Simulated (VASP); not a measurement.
A run of VASP 6.6.1:

The input POSCAR:

```
CaPb3
1.0
    4.9197266906      0.0000000000      0.0000000000
    0.0000000000      4.9197266906      0.0000000000
    0.0000000000      0.0000000000      4.9197266906
Ca Pb
1 3
Direct
    0.0000000000      0.0000000000      0.0000000000
    0.0000000000      0.5000000000      0.5000000000
    0.5000000000      0.0000000000      0.5000000000
    0.5000000000      0.5000000000      0.0000000000
```

Contents of INCAR.step1:

```
SYSTEM = CaPb3
ALGO = Normal
EDIFF = 1E-4
ENCUT = 520
GGA = PE
ISMEAR = -1
LASPH = .True.
LCHARG = .False.
LREAL = .False.
LWAVE = .True.
NBANDS = 34
NELM = 60
PREC = Accurate
SIGMA = 0.1
```

INCAR.step2

```
SYSTEM = CaPb3
ALGO = Normal
EDIFF = 1E-6
ENCUT = 520
ISIF = 2
ISMEAR = -1
ISTART = 1
LASPH = .True.
LCHARG = .False.
LMIXTAU = .True.
LREAL = .False.
LWAVE = .False.
METAGGA = R2SCAN
NBANDS = 34
NELM = 60
PREC = Accurate
SIGMA = 0.1
```

Contents of KPOINTS:

```
k-points
0
Gamma
  7 7 7
  0 0 0
```

Potentials or basis: VASP PAW PBE potentials, release 64 (Ca_sv, Pb_d).

Run with:

```sh
$ cat potpaw_PBE.64/Ca_sv/POTCAR potpaw_PBE.64/Pb_d/POTCAR > POTCAR
$ cp INCAR.step1 INCAR
$ mpirun -np 1 vasp_std > vasp.out
$ cp INCAR.step2 INCAR
$ mpirun -np 1 vasp_std > vasp.out
```

Hardware: 1 thread of Intel(R) Xeon(R) 6975P-C (Granite Rapids), with other jobs on the host.

Task: How long does it take, and how much memory?

Result: Run time: 2.2 min on 1 thread of Intel(R) Xeon(R) 6975P-C (Granite Rapids), on a shared host, peak memory 0.29 GiB. Counts: k points 20.
